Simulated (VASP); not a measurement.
KF (Carobbiite), 2 atoms in the cell. The structure is tetragonal, space group I4/mmm (No. 139). Conventional cell: a = 3.716 Å, b = 3.716 Å, c = 5.340 Å, α = 90.00°, β = 90.00°, γ = 90.00°. K (site symmetry 4/mmm) has 6 F at 2.63 to 2.67 Å within 3.5 Å. Within 3.5 Å of F (site symmetry 4/mmm) lie 6 K at 2.63 to 2.67 Å.  This cell differs from its parent crystal: in-plane strain -0.01.

| Property | Result |
| --- | --- |
| Program | VASP 6.6.1 |
| Task | single point |
| Functional | PBEsol |
| Potentials or basis | VASP PAW PBE potentials, release 64 (K_sv, F) |
| Cutoff | 520 eV |
| k mesh | 8 × 8 × 8 |
| Occupations | gaussian, width 0.01 eV |
| Spin | no spin polarisation |
| Dipole correction | no |
| Further INCAR settings | ALGO = Normal; EDIFF = 1e-07; NBANDS = 15 |

Potentials or basis: VASP PAW PBE potentials, release 64 (K_sv, F).

Command:

```sh
$ cat potpaw_PBE.64/K_sv/POTCAR potpaw_PBE.64/F/POTCAR > POTCAR
$ mpirun -np 1 vasp_std > vasp.out
```

Hardware: 1 thread of Intel Xeon 8259CL, with other jobs on the host.

Problem. How long does it take, and how much memory?

Solution. Run time: 53 s on 1 thread of Intel Xeon 8259CL, on a shared host, peak memory 0.17 GiB. Counts: scf iterations 14, k points 59.
